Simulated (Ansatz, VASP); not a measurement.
# NaCl: VASP beside Ansatz

The input POSCAR:

```
NaCl
1.0
    0.0000000000      2.8026988093      2.8026988093
    2.8026988093      0.0000000000      2.8026988093
    2.8026988093      2.8026988093      0.0000000000
Na Cl
1 1
Direct
    0.0000000000      0.0000000000      0.0000000000
    0.5000000000      0.5000000000      0.5000000000
```

The input INCAR.step1:

```
PREC     = Accurate       # precision mode
ENCUT    = 520            # plane-wave cutoff, eV
EDIFF    = 1E-5           # SCF threshold, eV
ISMEAR   = 0              # smearing method
SIGMA    = 0.01           # smearing width, eV
LREAL    = False          # projectors in reciprocal space
LASPH    = True           # aspherical terms in the spheres
NELM     = 60             # most SCF steps
ALGO     = Normal         # electronic algorithm
ISIF     = 2              # what is computed and relaxed
LWAVE    = True           # write WAVECAR
LCHARG   = False          # write CHGCAR
GGA      = PE             # functional
NBANDS   = 14             # bands
```

Contents of INCAR.step2:

```
PREC     = Accurate       # precision mode
ENCUT    = 520            # plane-wave cutoff, eV
EDIFF    = 1E-6           # SCF threshold, eV
ISMEAR   = 0              # smearing method
SIGMA    = 0.01           # smearing width, eV
LREAL    = False          # projectors in reciprocal space
LASPH    = True           # aspherical terms in the spheres
NELM     = 60             # most SCF steps
ALGO     = Normal         # electronic algorithm
ISIF     = 2              # what is computed and relaxed
LWAVE    = False          # write WAVECAR
LCHARG   = False          # write CHGCAR
GGA      = PE             # functional
LHFCALC  = True           # exact exchange
HFSCREEN = 0.2079         # screening, 1/A
PRECFOCK = Normal       
ISTART   = 1            
NBANDS   = 14             # bands
```

Contents of KPOINTS:

```
Automatic mesh
0
Gamma
  6 6 6
```

Input for Ansatz:

```yaml
crystal:
  lattice:
    - [0.0, 2.8026988093, 2.8026988093]
    - [2.8026988093, 0.0, 2.8026988093]
    - [2.8026988093, 2.8026988093, 0.0]
  atoms:
    - { symbol: Na, position: [0.0, 0.0, 0.0] }
    - { symbol: Cl, position: [0.5, 0.5, 0.5] }
kpoints:
  mp_grid: { grid: [6, 6, 6] }
  band_path:
    path:
      - [0.0, 0.0, 0.0]
      - [0.5, 0.0, 0.5]
      - [0.625, 0.25, 0.625]
      - [0.375, 0.375, 0.75]
      - [0.5, 0.5, 0.5]
      - [0.5, 0.25, 0.75]
    npoints: 1
hamiltonian:
  xc: hse06
scf:
  occupations: { method: fixed }
  n_extra_bands: 4
output:
  forces: true
  stress: true
  eigenvalues: true
```

Alike in both runs: task single point; functional HSE06; k mesh 6 × 6 × 6; no spin polarisation.

```csv
,VASP,Ansatz
version,VASP 6.6.1,Ansatz 0.2.0
potentials or method,"VASP PAW PBE potentials, release 64 (Na_pv, Cl)","plane waves, PAW"
plane-wave cutoff (eV),520,420
occupations,"gaussian, width 0.01 eV",fixed
valence electrons in the cell,14,16
```

Ansatz gave:

| Quantity | Value |
| --- | --- |
| gap on the k mesh at the Fermi level (eV) | 6.56 |
| pressure (GPa) | 0.7 |

Task: Which values does VASP return?

Result: gap on the k mesh at the Fermi level (eV): 6.55; pressure (GPa): 0.7.

VASP's potentials hold 14 valence electrons a cell and Ansatz's 16, so a difference there can come from the potentials and not from the codes. Ansatz's warnings: stress exchange threshold loose, stress scf threshold loose.
